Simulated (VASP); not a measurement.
AlNi, 2 atoms in the cell. Symmetry: Pm-3m, No. 221, cubic system. Conventional cell: a = 2.881 Å, b = 2.881 Å, c = 2.881 Å, α = 90.00°, β = 90.00°, γ = 90.00°. Within 3.3 Å of Ni (site symmetry m-3m) lie 8 Al at 2.50 Å and 6 Ni at 2.88 Å. Al (site symmetry m-3m) has 8 Ni at 2.50 Å and 6 Al at 2.88 Å within 3.3 Å. 

| Quantity | Value |
| --- | --- |
| Program | VASP 6.6.1 |
| Task | single point |
| Functional | PBEsol |
| Potentials or basis | VASP PAW PBE potentials, release 64 (Ni_sv_GW, Al) |
| Cutoff | 690 eV |
| k mesh | 8 × 8 × 8 |
| Occupations | fermi-dirac, width 0.05 eV |
| Spin | collinear spin, ferromagnetic start |
| Starting moments | [1.2, 0.0] μB |
| Fixed moment | 1.2 μB |
| Dipole correction | no |
| Further INCAR settings | ALGO = Normal; EDIFF = 1e-06; NBANDS = 22 |

Potentials or basis: VASP PAW PBE potentials, release 64 (Ni_sv_GW, Al).

Launch:

```bash
$ cat potpaw_PBE.64/Ni_sv_GW/POTCAR potpaw_PBE.64/Al/POTCAR > POTCAR
$ mpirun -np 1 vasp_std > vasp.out
```

Hardware: 1 thread of AMD EPYC 7R43 64-Core Processor (Zen 3), with other jobs on the host.

Question: Estimate the wall time of this run.

Answer: Run time: 110 s on 1 thread of AMD EPYC 7R43 64-Core Processor (Zen 3) (shared host), peak memory 0.17 GiB. Counts: scf iterations 15, k points 35.
